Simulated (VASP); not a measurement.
BN, 12 atoms in the cell. It takes space group P3m1 (No. 156, trigonal). The conventional cell has a = 2.544 Å, b = 2.544 Å, c = 18.623 Å, α = 90.00°, β = 90.00°, γ = 120.00°. B (site symmetry 3m) has 4 N at 1.56 to 1.58 Å within 2.1 Å. Within 2.1 Å of B (site symmetry 3m) lie 4 N at 1.56 to 1.58 Å. Within 2.1 Å of B (site symmetry 3m) lie 4 N at 1.56 to 1.58 Å. Within 2.1 Å of B (site symmetry 3m) lie 3 N at 1.56 Å. Within 2.1 Å of B (site symmetry 3m) lie 4 N at 1.56 to 1.58 Å. Within 2.1 Å of B (site symmetry 3m) lie 4 N at 1.56 to 1.58 Å. Within 2.1 Å of N (site symmetry 3m) lie 4 B at 1.56 to 1.58 Å. N (site symmetry 3m) has 4 B at 1.56 to 1.58 Å within 2.1 Å.  This cell differs from its parent crystal: the distance across one plane changed.

* Program: VASP 6.6.1
* Task: single point
* Functional: r2SCAN
* Potentials or basis: VASP PAW PBE potentials, release 64 (B, N)
* Cutoff: 520 eV
* k mesh: 10 × 10 × 2
* Occupations: gaussian, width 0.05 eV
* Spin: no spin polarisation
* Dipole correction: no
* Further INCAR settings: ALGO = Normal; EDIFF = 1e-06; NBANDS = 36

Potentials or basis: VASP PAW PBE potentials, release 64 (B, N).

Run with:

```console
$ cat potpaw_PBE.64/B/POTCAR potpaw_PBE.64/N/POTCAR > POTCAR
$ cp INCAR.step1 INCAR
$ mpirun -np 1 vasp_std > vasp.out
$ cp INCAR.step2 INCAR
$ mpirun -np 1 vasp_std > vasp.out
```

Hardware: 1 thread of Intel(R) Xeon(R) Platinum 8481C CPU @ 2.70GHz (Sapphire Rapids), with other jobs on the host.

Question: Estimate the wall time of this run.

Answer: Run time: 6.8 min on 1 thread of Intel(R) Xeon(R) Platinum 8481C CPU @ 2.70GHz (Sapphire Rapids), with other jobs on the host, peak memory 0.27 GiB. Counts: k points 28.
